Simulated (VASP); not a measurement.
A run of VASP 6.6.1 is set up as follows.

The input INCAR:

```
  PREC = Accurate
  ENCUT = 600
  EDIFF = 1E-7
  ISMEAR = -1
  SIGMA = 0.05
  LREAL = F
  LASPH = T
  NELM = 100
  ALGO = Fast
  ISIF = 3
  LWAVE = F
  LCHARG = F
  GGA = PE
  IBRION = 2
  NSW = 60
  EDIFFG = -0.01
```

KPOINTS

```
Automatic mesh
0
Gamma
  12 12 12
```

Contents of POSCAR:

```
Pt
1.0
   -1.5821724000      1.5849819900      1.5846552900
    1.6029151900     -1.5797795700      1.6001956600
    1.5674823500      1.5650895200     -1.5794528700
Pt
1
Direct
    0.0000000000      0.0000000000      0.0000000000
```

Potentials or basis: VASP PAW PBE potentials, release 64 (Pt).

Run with:

```sh
$ cat potpaw_PBE.64/Pt/POTCAR > POTCAR
$ mpirun -np 1 vasp_std > vasp.out
```

What does it give for the space group after relaxing (to 0.1 Å)?

I4/mmm (No. 139).

What does it give for the relaxed volume?

15.78 Å³/atom.

What does it give for the relaxed cell?

a = 2.764 Å, b = 2.764 Å, c = 2.764 Å, α = 104.02°, β = 120.66°, γ = 104.34°.

Predict the band gap on the k mesh.

zero (bands 5 and 6 overlap by 1.94 eV).

The path:
| step | energy change (eV) | largest force (eV/Å) | pressure (GPa) | volume (Å³) |
| --- | --- | --- | --- | --- |
| 1 | 0.0000 | 0.0000 | -1.60 | 15.90 |
| 3 | -0.0022 | 0.0000 | 0.89 | 15.73 |
| 5 | -0.0027 | 0.0000 | -0.08 | 15.79 |
| 7 | -0.0037 | 0.0000 | 0.07 | 15.78 |
| 9 | -0.0192 | 0.0000 | 0.78 | 15.72 |
| 11 | 0.0491 | 0.0000 | 17.54 | 15.09 |
| 13 | -0.0614 | 0.0000 | 8.04 | 15.34 |
| 15 | -0.0711 | 0.0000 | 5.62 | 15.42 |
| 17 | -0.0711 | 0.0000 | 5.65 | 15.42 |
| 19 | -0.0711 | 0.0000 | 5.68 | 15.43 |
| 21 | -0.0713 | 0.0000 | 5.63 | 15.43 |
| 23 | -0.0719 | 0.0000 | 5.38 | 15.44 |
| 25 | -0.0742 | 0.0000 | 4.46 | 15.49 |
| 27 | -0.0799 | 0.0000 | 0.94 | 15.70 |
| 29 | -0.0809 | 0.0000 | -1.14 | 15.84 |
| 31 | -0.0824 | 0.0000 | -0.70 | 15.80 |
| 33 | -0.0835 | 0.0000 | 0.35 | 15.74 |
| 35 | -0.0840 | 0.0000 | -0.39 | 15.79 |
| 37 | -0.0841 | 0.0000 | -0.85 | 15.82 |
| 39 | -0.0846 | 0.0000 | -0.26 | 15.78 |
| 41 | -0.0850 | 0.0000 | 0.60 | 15.73 |
| 43 | -0.0865 | 0.0000 | 0.18 | 15.77 |
| 45 | -0.0869 | 0.0000 | 0.02 | 15.78 |
| 47 | -0.0878 | 0.0000 | -0.20 | 15.80 |
| 49 | -0.0878 | 0.0000 | 0.22 | 15.77 |
| 51 | -0.0878 | 0.0000 | 0.01 | 15.78 |

Caveat: spin-orbit coupling is left out, which moves the levels of the heavy elements.
